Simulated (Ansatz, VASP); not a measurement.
## One calculation of Cd, two programs

Contents of INCAR:

```
SYSTEM = Cd
PREC = Accurate
ENCUT = 470
EDIFF = 1E-8
ISMEAR = -1
SIGMA = 0.05
LREAL = .False.
LASPH = .True.
NELM = 120
ALGO = Normal
ISIF = 2
LWAVE = .False.
LCHARG = .False.
GGA = PE
LEFG = .True.
NBANDS = 27
GGA_COMPAT = .False.
```

Contents of KPOINTS:

```
Automatic mesh
0
Gamma
  16 16 7
  0 0 0
```

POSCAR

```
Cd
1.0
    2.9185794238      0.0000000000      0.0000000000
   -1.4592897118      2.5275639239      0.0000000000
    0.0000000000      0.0000000000      5.5039474349
Cd
2
Direct
    0.3333333333      0.6666666667      0.2500000000
    0.6666666667      0.3333333333      0.7500000000
```

Input for Ansatz:

```yaml
crystal:
  lattice:
    - [2.9185794238, 0.0, 0.0]
    - [-1.4592897118, 2.5275639239, 0.0]
    - [0.0, 0.0, 5.5039474349]
  atoms:
    - { symbol: Cd, position: [0.3333333333, 0.6666666667, 0.25] }
    - { symbol: Cd, position: [0.6666666667, 0.3333333333, 0.75] }
kpoints:
  mp_grid: { grid: [16, 16, 7] }
scf:
  occupations: { method: fermi_dirac, width: 0.05 }
hamiltonian:
  xc: pbe
  pseudopotentials: { kind: paw }
output:
  forces: true
  stress: true
  eigenvalues: true
  efg: { contact_densities: true }
```

Change from the starting cell: volume scaled by 0.9405, PAW files.

Alike in both runs: task electric field gradients; functional PBE; k mesh 16 × 16 × 7; occupations fermi-dirac, width 0.05 eV; no spin polarisation.

|  | VASP | Ansatz |
| --- | --- | --- |
| version | VASP 6.6.1 | Ansatz 0.2.0 |
| potentials or method | VASP PAW PBE potentials, release 64 (Cd_sv_GW) | PAW with Ansatz's default frozen-core files, scalar-relativistic |
| plane-wave cutoff (eV) | 470 | 420 |
| valence electrons in the cell | 40 | 40 |

```csv
,VASP,Ansatz,Ansatz less VASP
size of Vzz on the site where it differs most (V/Å²),87.0,80.9,-6.14
```
